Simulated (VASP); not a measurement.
# TiO2 (Anatase) (I4_1/amd) in VASP: settings compared

The runs below take TiO2 (Anatase) through single point, relaxation of the atoms, with r2SCAN+D4, r2SCAN+rVV10, PBE.

Program: VASP 6.6.1. These are calculated values, not measurements. Logs are shortened: lines on timing, memory, paths and dates and some standing lists are left out, and cuts for length are marked.

### Step 1. The cell of the first run

The structure is tetragonal, space group I4_1/amd (No. 141). Conventional cell: a = 3.771 Å, b = 3.771 Å, c = 9.553 Å, α = 90.00°, β = 90.00°, γ = 90.00°. Within 2.6 Å of Ti (site symmetry -4m2) lie 6 O at 1.93 to 1.98 Å. Within 2.6 Å of O (site symmetry 2mm) lie 3 Ti at 1.93 to 1.98 Å and 2 O at 2.46 Å.

### Step 2. Single point, r2SCAN+D4

File POSCAR:

```
TiO2
1.0
   -1.8857326185      1.8857326185      4.7763452153
    1.8857326185     -1.8857326185      4.7763452153
    1.8857326185      1.8857326185     -4.7763452153
Ti O
2 4
Direct
    0.7500000000      0.2500000000      0.5000000000
    0.0000000000      0.0000000000      0.0000000000
    0.7924347318      0.7924347318      0.0000000000
    0.5424347318      0.0424347318      0.5000000000
    0.9575652682      0.4575652682      0.5000000000
    0.2075652682      0.2075652682      0.0000000000
```

File INCAR.step1:

```
SYSTEM = TiO2
ALGO = Normal
EDIFF = 1E-4
ENCUT = 520
GGA = PE
ISMEAR = -1
LASPH = .True.
LCHARG = .False.
LREAL = .False.
LWAVE = .True.
NBANDS = 33
NELM = 80
PREC = Accurate
SIGMA = 0.05
```

File INCAR.step2:

```
SYSTEM = TiO2
ALGO = Normal
EDIFF = 1E-6
ENCUT = 520
ISIF = 2
ISMEAR = -1
ISTART = 1
IVDW = 13
LASPH = .True.
LCHARG = .False.
LMIXTAU = .True.
LREAL = .False.
LWAVE = .False.
METAGGA = R2SCAN
NBANDS = 33
NELM = 80
PREC = Accurate
SIGMA = 0.05
VDW_A1 = 0.51559235
VDW_A2 = 5.77342911
VDW_S6 = 1.0
VDW_S8 = 0.6018749
```

File KPOINTS:

```
k-points
0
Gamma
  10 10 10
  0 0 0
```

Potentials or basis: VASP PAW PBE potentials, release 64 (Ti_sv, O).

The run is started by

```sh
cat potpaw_PBE.64/Ti_sv/POTCAR potpaw_PBE.64/O/POTCAR > POTCAR
cp INCAR.step1 INCAR
mpirun -np 1 vasp_std > vasp.out
cp INCAR.step2 INCAR
mpirun -np 1 vasp_std > vasp.out
```

OUTCAR:

```text
SYSTEM = TiO2
   EDIFF = 1E-6
   ENCUT = 520
   ISIF = 2
   ISMEAR = -1
   ISTART = 1
   IVDW = 13
   LASPH = .True.
   LREAL = .False.
   METAGGA = R2SCAN
   NELM = 80
   PREC = Accurate

 ion  position               nearest neighbor table
   1  0.750  0.250  0.500-   3 1.93   6 1.93   3 1.93   6 1.93   5 1.98   4 1.98
   2  0.000  0.000  0.000-   4 1.93   5 1.93   4 1.93   5 1.93   3 1.98   6 1.98
   3  0.792  0.792  0.000-   1 1.93   1 1.93   2 1.98
   4  0.542  0.042  0.500-   2 1.93   2 1.93   1 1.98
   5  0.958  0.458  0.500-   2 1.93   2 1.93   1 1.98
   6  0.208  0.208  0.000-   1 1.93   1 1.93   2 1.98

  LATTYP: Found a body centered tetragonal cell.
 ALAT       =     3.7714652370
 C/A-ratio  =     2.5328857169

  Lattice vectors:

 A1 = (  -1.8857326185,   1.8857326185,   4.7763452153)
 A2 = (   1.8857326185,  -1.8857326185,   4.7763452153)
 A3 = (   1.8857326185,   1.8857326185,  -4.7763452153)

Analysis of symmetry for initial positions (statically):
=====================================================================
 Subroutine PRICEL returns:
 Original cell was already a primitive cell.

 Routine SETGRP: Setting up the symmetry group for a
 body centered tetragonal supercell.

 Subroutine GETGRP returns: Found 16 space group operations
 (whereof  8 operations were pure point group operations)
 out of a pool of 16 trial point group operations.

The static configuration has the point symmetry D_2d.
 The point group associated with its full space group is D_4h.

Analysis of symmetry for dynamics (positions and initial velocities):
=====================================================================
 Subroutine PRICEL returns:
 Original cell was already a primitive cell.

 Routine SETGRP: Setting up the symmetry group for a
 body centered tetragonal supercell.

 Subroutine GETGRP returns: Found 16 space group operations
 (whereof  8 operations were pure point group operations)
 out of a pool of 16 trial point group operations.

The dynamic configuration has the point symmetry D_2d.
 The point group associated with its full space group is D_4h.

 Subroutine INISYM returns: Found 16 space group operations
 (whereof  8 operations are pure point group operations),
 and found     1 'primitive' translations

----------------------------------------------------------------------------------------

                                     Primitive cell

  volume of cell :      67.9385

  direct lattice vectors                    reciprocal lattice vectors
    -1.885732619  1.885732619  4.776345215     0.000000000  0.265148937  0.104682551
     1.885732619 -1.885732619  4.776345215     0.265148937  0.000000000  0.104682551
[... 101 lines left out ...]
   POTIM  = 0.5000    time-step for ionic-motion
   TEBEG  =    0.0;   TEEND  =   0.0 temperature during run
   PSTRESS=    0.0 pullay stress
   NELECT =      48.0000    total number of electrons
   NUPDOWN=      -1.0000    fix difference up-down
   EMIN   =  10.00;   EMAX   =-10.00  energy-range for DOS
   EFERMI =   0.00;   METHOD = LEGACY
   ISMEAR =    -1;   SIGMA  =   0.05  broadening in eV -4-tet -1-fermi 0-gaus
   EFERMI_NEDOS =   21; number of points for ismear=-14 and -15
   IALGO  =     38    algorithm
   IMIX   =      4    mixing-type and parameters
     AMIX     =   0.40;   BMIX     =  1.00
     AMIX_MAG =   1.60;   BMIX_MAG =  1.00
  volume/ion in A,a.u.               =      11.32        76.41
  Fermi-wavevector in a.u.,A,eV,Ry     =   1.458086  2.755384 28.926204  2.126016
  Thomas-Fermi vector in A             =   2.574812
   LORBIT       =      0    0 simple, 1 ext, 2 COOP (PROOUT), +10 PAW based schemes
   METAGGA = R2SCAN    functional components
   LHFCALC =     F    Hartree Fock is set to
   AEXX    =    0.0000 exact exchange contribution
   IVDW    =    13    specifies the selected vdW correction
   LEPSILON=     F    determine dielectric tensor
   LRPA    =     F    only Hartree local field effects (RPA)
 non-spin polarized calculation
  energy-cutoff  :      520.00
  volume of cell :       67.94
 maximum number of plane-waves:      1850
 NGX is ok and might be reduce to    42
   NGX = 21   NGY = 21   NGZ = 21

 number of electron      47.9999992 magnetization

 Free energy of the ion-electron system (eV)
  ---------------------------------------------------
  ext. energy  EPLUGINS =         0.00000000
  ---------------------------------------------------
  free energy    TOTEN  =       -69.85242991 eV

  energy without entropy =      -69.85242991  energy(sigma->0) =      -69.85242991

 E-fermi :   4.1491     XC(G=0): -11.4830

 val. band max:        3.0678016924   @ k =  -0.4000   0.4000   0.0000
 cond. band min:       5.6384526515   @ k =   0.0000   0.0000   0.0000
 fundamental gap:      2.5706509592
 Fermi energy:         4.1491128367

 k-point     1 :       0.0000    0.0000    0.0000
  band No.  band energies     occupation
      1     -55.4839      2.00000
      2     -55.4228      2.00000
      3     -30.9107      2.00000
      4     -30.6573      2.00000
      5     -30.6573      2.00000
      6     -30.5861      2.00000
[... 853 lines left out ...]
     32      10.0202      0.00000
     33      10.9397      0.00000

 [... further k-points ...]

------------------------ aborting loop because EDIFF is reached ----------------------------------------

  DFT-D4 for vdW energy calculation

  Edisp (eV):   -0.45929

  FORCE on cell =-STRESS in cart. coord.  units (eV):
  Direction    XX          YY          ZZ          XY          YZ          ZX
  --------------------------------------------------------------------------------------
  -------------------------------------------------------------------------------------
  Total       0.55575     0.55575     0.48234     0.00000     0.00000     0.00000
  in kB      13.10607    13.10607    11.37485     0.00000     0.00000     0.00000
  external pressure =       12.53 kB  Pullay stress =        0.00 kB

 VOLUME and BASIS-vectors are now :
 -----------------------------------------------------------------------------
  energy-cutoff  :      520.00
  volume of cell :       67.94
      direct lattice vectors                 reciprocal lattice vectors
    -1.885732619  1.885732619  4.776345215     0.000000000  0.265148937  0.104682551
     1.885732619 -1.885732619  4.776345215     0.265148937  0.000000000  0.104682551
     1.885732619  1.885732619 -4.776345215     0.265148937  0.265148937  0.000000000

 POSITION                                       TOTAL-FORCE (eV/Angst)
 -----------------------------------------------------------------------------------
      0.00000      1.88573      2.38817        -0.000000     -0.000000      0.000000
      0.00000      0.00000      0.00000        -0.000000     -0.000000      0.000000
      0.00000      0.00000      7.56988         0.000000     -0.000000     -0.028510
      0.00000      1.88573      0.40537        -0.000000      0.000000     -0.028510
      0.00000      1.88573      4.37098        -0.000000      0.000000      0.028510
      0.00000      0.00000      1.98281         0.000000     -0.000000      0.028510
 -----------------------------------------------------------------------------------
    total drift:                                0.000000      0.000000      0.000000

  FREE ENERGIE OF THE ION-ELECTRON SYSTEM (eV)
  ---------------------------------------------------
  free  energy   TOTEN  =       -70.3117209366 eV

  energy  without entropy=      -70.3117209366  energy(sigma->0) =      -70.31172094
```

OUTCAR.step1:

```text
SYSTEM = TiO2
   EDIFF = 1E-4
   ENCUT = 520
   GGA = PE
   ISMEAR = -1
   LASPH = .True.
   LREAL = .False.
   NELM = 80
[... 1101 lines left out ...]
      0.00000      1.88573      0.40537        -0.000000     -0.000000     -0.123625
      0.00000      1.88573      4.37098         0.000000      0.000000      0.123625
      0.00000      0.00000      1.98281         0.000000      0.000000      0.123625
 -----------------------------------------------------------------------------------
    total drift:                                0.000000      0.000000      0.000000

  FREE ENERGIE OF THE ION-ELECTRON SYSTEM (eV)
  ---------------------------------------------------
  free  energy   TOTEN  =       -53.8175412981 eV

  energy  without entropy=      -53.8175412981  energy(sigma->0) =      -53.81754130
```

It took 15 min on 1 thread of Intel Xeon 6975P-C (Granite Rapids), shared host; peak memory 0.39 GiB.

What came out:

```yaml
Free_energy: -70.3117 eV
Pressure: 1.3 GPa
Largest_force: 0.029 eV/Å
Band_gap_on_the_k_mesh: 2.57 eV, indirect (least direct gap 2.91 eV)
Dispersion_energy_per_atom: -0.077 eV
```

Forces on the atoms (eV/Å):
```
Ti   0.000  0.000  0.000
Ti   0.000  0.000  0.000
O    0.000  0.000 -0.029
O    0.000  0.000 -0.029
O    0.000  0.000  0.029
O    0.000  0.000  0.029
```

Stress tensor (GPa, compression positive):
```
1.31 0.00 0.00
0.00 1.31 0.00
0.00 0.00 1.14
```

Caveat: the PAW data sets were made with another functional, which shifts forces and pressure a little. A k mesh can miss the band edges.

(Continued in part 2 of 2.)
